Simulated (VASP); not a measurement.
# P (R-3m) in VASP: further runs, part 2 of 2

VASP 6.6.1. Earlier steps stand in the parts before.

## (4) Molecular dynamics, PBE+D3(BJ) (dynamics (nve) at 2600 K, volume x 1.1, from the last frame before)

INCAR

```
PREC = Accurate
ENCUT = 520
EDIFF = 1E-5
ISMEAR = -1
SIGMA = 0.2241
LREAL = Auto
LASPH = True
NELM = 100
ALGO = Normal
ISIF = 2
LWAVE = False
LCHARG = True
GGA = PE
IVDW = 12
IBRION = 0
NSW = 40
POTIM = 6.0
TEBEG = 2600.0
TEEND = 2600.0
ISYM = 0
NELMIN = 4
RANDOM_SEED = 52025 0 0
MDALGO = 1
ANDERSEN_PROB = 0.0
```

KPOINTS

```
Automatic mesh
0
Gamma
  2 2 2
  0.5 0.5 0.5
```

POSCAR

```
P
1.0
   -3.5628635720     -6.1710607271      0.0000000000
   -7.1257271440      0.0000000000      0.0000000000
   -3.5628635720     -2.0570202424     -6.4614128885
P
16
Direct
    0.6135401250      0.6135401250      0.1593796250
    0.6135401250      0.1135401250      0.1593796250
    0.1135401250      0.6135401250      0.1593796250
    0.6135401250      0.6135401250      0.6593796250
    0.1135401250      0.1135401250      0.1593796250
    0.6135401250      0.1135401250      0.6593796250
    0.1135401250      0.6135401250      0.6593796250
    0.1135401250      0.1135401250      0.6593796250
    0.8864598750      0.8864598750      0.3406203750
    0.8864598750      0.3864598750      0.3406203750
    0.3864598750      0.8864598750      0.3406203750
    0.8864598750      0.8864598750      0.8406203750
    0.3864598750      0.3864598750      0.3406203750
    0.8864598750      0.3864598750      0.8406203750
    0.3864598750      0.8864598750      0.8406203750
    0.3864598750      0.3864598750      0.8406203750
```

Potentials or basis: VASP PAW PBE potentials, release 64 (P).

Command:

```bash
$ cat potpaw_PBE.64/P/POTCAR > POTCAR
$ mpirun -np 1 vasp_std > vasp.out
```

OUTCAR:

```text
PREC = Accurate
   ENCUT = 520
   EDIFF = 1E-5
   ISMEAR = -1
   LREAL = Auto
   LASPH = True
   NELM = 100
   ISIF = 2
   GGA = PE
   IVDW = 12
   IBRION = 0
   NSW = 40
   POTIM = 6.0
   TEBEG = 2600.0
   ISYM = 0
   NELMIN = 4
 IVDW          = 12

 ion  position               nearest neighbor table
   1  0.614  0.614  0.159-  10 2.37  11 2.37  13 2.37  12 2.91  14 2.91  15 2.91
   2  0.614  0.114  0.159-   9 2.37  11 2.37  13 2.37  12 2.91  14 2.91  16 2.91
   3  0.114  0.614  0.159-  13 2.37  10 2.37   9 2.37  15 2.91  16 2.91  12 2.91
   4  0.614  0.614  0.659-  14 2.37  15 2.37  16 2.37  10 2.91   9 2.91  11 2.91
   5  0.114  0.114  0.159-  11 2.37  10 2.37   9 2.37  15 2.91  16 2.91  14 2.91
   6  0.614  0.114  0.659-  12 2.37  15 2.37  16 2.37  10 2.91   9 2.91  13 2.91
[... 8 lines left out ...]
  15  0.386  0.886  0.841-   8 2.37   6 2.37   4 2.37   3 2.91   5 2.91   1 2.91
  16  0.386  0.386  0.841-   7 2.37   6 2.37   4 2.37   3 2.91   5 2.91   2 2.91

IMPORTANT INFORMATION: All symmetrisations will be switched off!
NOSYMM: (Re-)initialisation of all symmetry stuff for point group C_1.

----------------------------------------------------------------------------------------

                                     Primitive cell

  volume of cell :     284.1296

  direct lattice vectors                    reciprocal lattice vectors
[... 151 lines left out ...]
  energy without entropy =      -84.47482197  energy(sigma->0) =      -84.71893790

------------------------ aborting loop because EDIFF is reached ----------------------------------------

 Edisp (eV)   -6.34945

 E8    (eV) :    -2.4091
[... 173 lines left out ...]
  ENERGY OF THE ELECTRON-ION-THERMOSTAT SYSTEM (eV)
  ---------------------------------------------------
% ion-electron   TOTEN  =       -89.909414  see above
  kinetic energy EKIN   =         3.713757
  kin. lattice  EKIN_LAT=         0.000000  (temperature 1915.38 K)
  nose potential ES     =         0.000000
  nose kinetic   EPS    =         0.000000
  ---------------------------------------------------
  total energy   ETOTAL =       -86.195656 eV

[... ionic steps 4 to 37 ...]

--------------------------------------- Ionic step       38  -------------------------------------------

 number of electron      79.9999999 magnetization

------------------------ aborting loop because EDIFF is reached ----------------------------------------
[... 123 lines left out ...]
--------------------------------------- Ionic step       40  -------------------------------------------

 number of electron      80.0000000 magnetization

 Free energy of the ion-electron system (eV)
  ---------------------------------------------------
  ext. energy  EPLUGINS =         0.00000000
  ---------------------------------------------------
  free energy    TOTEN  =       -82.72866418 eV

  energy without entropy =      -81.97859322  energy(sigma->0) =      -82.35362870

 E-fermi :   7.4563     XC(G=0): -10.3048

 val. band max:        7.1468538923   @ k =   0.2500   0.0000   0.5000
 cond. band min:       7.4990865977   @ k =   0.0000  -0.2500   0.5000
 fundamental gap:      0.3522327054
 Fermi energy:         7.4563306243

 k-point     1 :       0.2500    0.2500    0.2500
  band No.  band energies     occupation
      1      -7.9530      2.00000
      2      -6.5549      2.00000
      3      -6.0560      2.00000
      4      -5.6609      2.00000
      5      -5.4692      2.00000
      6      -5.2116      2.00000
[... 666 lines left out ...]
  ENERGY OF THE ELECTRON-ION-THERMOSTAT SYSTEM (eV)
  ---------------------------------------------------
% ion-electron   TOTEN  =       -89.070782  see above
  kinetic energy EKIN   =         2.896852
  kin. lattice  EKIN_LAT=         0.000000  (temperature 1494.06 K)
  nose potential ES     =         0.000000
  nose kinetic   EPS    =         0.000000
  ---------------------------------------------------
  total energy   ETOTAL =       -86.173930 eV
```

CONTCAR:

```text
P
   1.00000000000000
    -3.5628635719999999   -6.1710607271000004    0.0000000000000000
    -7.1257271439999998    0.0000000000000000    0.0000000000000000
    -3.5628635719999999   -2.0570202424000001   -6.4614128885000000
  P
    16
Direct
     0.5823927880583374    0.6277560839162947    0.1604381768233515
     0.5967426913341952    0.1102682202754250    0.1545068467362221
     0.1538842444843313    0.5906111229947428    0.1337518709345360
     0.6454952952412484    0.5914426881802167    0.6521529769811546
     0.0719962537628746    0.1076807646533108    0.2156738498754454
     0.5983123621217052    0.1180932548031121    0.6621534745056424
[... 8 lines left out ...]
     0.4230086964957605    0.8794551647806108    0.7994662847522921
     0.3833951080058202    0.4279218372105871    0.8123631267152187

 -0.14404929E-02 -0.46593577E-02  0.68731563E-02
 -0.11020742E-01 -0.65673813E-02 -0.21958380E-02
 -0.14494899E-02  0.25655893E-02 -0.18477033E-02
  0.34169974E-02 -0.97488603E-03 -0.43458382E-02
  0.85679057E-02  0.19375927E-02 -0.72505822E-03
  0.10407988E-01  0.21782839E-02  0.57939404E-02
[... 8 lines left out ...]
 -0.27327370E-02  0.49159224E-02 -0.13204435E-02
  0.51565375E-02 -0.34098352E-03 -0.75260114E-02

           1
   6.00000000000000
  0.10000000E+01  0.00000000E+00  0.00000000E+00  0.00000000E+00
  0.58905044E+00  0.62883135E+00  0.15405584E+00
  0.60244835E+00  0.11567555E+00  0.15654588E+00
  0.15081785E+00  0.59250694E+00  0.13546763E+00
  0.64509799E+00  0.58674641E+00  0.65618848E+00
  0.69887944E-01  0.10118394E+00  0.21634713E+00
  0.59798786E+00  0.11218188E+00  0.65677328E+00
[... 40 lines left out ...]
  0.00000000E+00  0.00000000E+00  0.00000000E+00
  0.00000000E+00  0.00000000E+00  0.00000000E+00
```

Run time: 73 min. Hardware: 1 thread of Intel Xeon Platinum 8488C (Sapphire Rapids), shared host; peak memory 0.65 GiB.

Results:

```yaml
Dispersion_energy_per_atom: -0.396 eV
```

The path:
| step | potential energy change (eV) | largest force (eV/Å) | pressure (GPa) | volume (Å³) | temperature (K) |
| --- | --- | --- | --- | --- | --- |
| 1 | 0.0000 | 0.2432 | -9.92 | 284.13 | 2621 |
| 2 | 0.3320 | 1.0184 | -8.07 | 284.13 | 2450 |
| 3 | 1.4031 | 2.7216 | -5.32 | 284.13 | 1915 |
| 4 | 2.6380 | 4.2076 | -2.64 | 284.13 | 1308 |
| 5 | 3.2195 | 3.8960 | -1.39 | 284.13 | 1009 |
| 6 | 3.1104 | 2.5437 | -1.77 | 284.13 | 1043 |
| 7 | 2.9227 | 1.7695 | -2.83 | 284.13 | 1132 |
| 8 | 2.9873 | 1.6450 | -3.81 | 284.13 | 1099 |
| 9 | 3.3216 | 2.0056 | -4.45 | 284.13 | 930 |
| 10 | 3.8300 | 2.3473 | -4.73 | 284.13 | 676 |
| 11 | 4.2694 | 3.0051 | -4.96 | 284.13 | 461 |
| 12 | 4.3106 | 3.0002 | -5.62 | 284.13 | 441 |
| 13 | 3.9151 | 2.4823 | -6.73 | 284.13 | 636 |
| 14 | 3.3418 | 1.8384 | -7.79 | 284.13 | 926 |
| 15 | 2.7973 | 1.7975 | -8.34 | 284.13 | 1204 |
| 16 | 2.3531 | 2.5014 | -8.31 | 284.13 | 1435 |
| 17 | 1.9756 | 3.0295 | -7.87 | 284.13 | 1632 |
| 18 | 1.6102 | 2.6483 | -7.32 | 284.13 | 1817 |
| 19 | 1.3421 | 1.6718 | -6.78 | 284.13 | 1950 |
| 20 | 1.3046 | 1.6190 | -6.26 | 284.13 | 1969 |
| 21 | 1.5108 | 1.8851 | -5.77 | 284.13 | 1865 |
| 22 | 1.8722 | 2.1354 | -5.35 | 284.13 | 1682 |
| 23 | 2.2806 | 2.2236 | -5.11 | 284.13 | 1474 |
| 24 | 2.6514 | 2.8692 | -5.27 | 284.13 | 1285 |
| 25 | 2.9388 | 2.9952 | -5.91 | 284.13 | 1136 |
| 26 | 3.1920 | 2.4107 | -6.86 | 284.13 | 1003 |
| 27 | 3.4771 | 2.3010 | -7.76 | 284.13 | 859 |
| 28 | 3.7375 | 2.6287 | -8.44 | 284.13 | 729 |
| 29 | 3.8437 | 2.5514 | -8.97 | 284.13 | 677 |
| 30 | 3.7296 | 2.0372 | -9.41 | 284.13 | 735 |
| 31 | 3.4407 | 1.8921 | -9.64 | 284.13 | 880 |
| 32 | 3.0949 | 1.7651 | -9.47 | 284.13 | 1054 |
| 33 | 2.8089 | 1.7130 | -8.78 | 284.13 | 1200 |
| 34 | 2.6206 | 2.0747 | -7.71 | 284.13 | 1298 |
| 35 | 2.4848 | 2.3463 | -6.59 | 284.13 | 1368 |
| 36 | 2.3838 | 2.2675 | -5.71 | 284.13 | 1419 |
| 37 | 2.3465 | 2.2447 | -5.18 | 284.13 | 1439 |
| 38 | 2.3369 | 2.3055 | -5.06 | 284.13 | 1447 |
| 39 | 2.2960 | 2.0316 | -5.39 | 284.13 | 1468 |
| 40 | 2.2417 | 1.7819 | -6.01 | 284.13 | 1494 |

Caveat: the k points lie up to 0.53 Å⁻¹ apart; the cell differs from its parent crystal (dynamics (nve) at 2600 K, volume x 1.1, from the last frame before).

## (5) Overview

| task | cell | smearing | gap on the mesh (eV) | pressure (GPa) | largest force (eV/Å) |
| --- | --- | --- | --- | --- | --- |
| single point | a = 6.903, b = 6.903, c = 7.420 Å, angles 62.3, 62.3, 60.0°, 16 atoms | fermi-dirac 0.2241 eV | none | -3.2 | 0.36 |
| single point | a = 6.903, b = 6.903, c = 7.420 Å, angles 62.3, 62.3, 60.0°, 16 atoms | gaussian 0.1 eV | none | -3.1 | 0.33 |
| molecular dynamics | a = 7.126, b = 7.126, c = 7.660 Å, angles 62.3, 62.3, 60.0°, 16 atoms | fermi-dirac 0.2241 eV | - | - | - |

Alike in all rows: level PBE+D3(BJ); potentials or basis VASP PAW PBE potentials, release 64 (P); no spin polarisation; k mesh 2 × 2 × 2, shifted; cutoff (eV) 520.

Caveats: all runs use coarse meshes; pairwise dispersion overbinds metals, which lowers pressure and volume (some runs).

Total energies depend on the potentials used, so only differences within one code and one set of settings carry meaning.
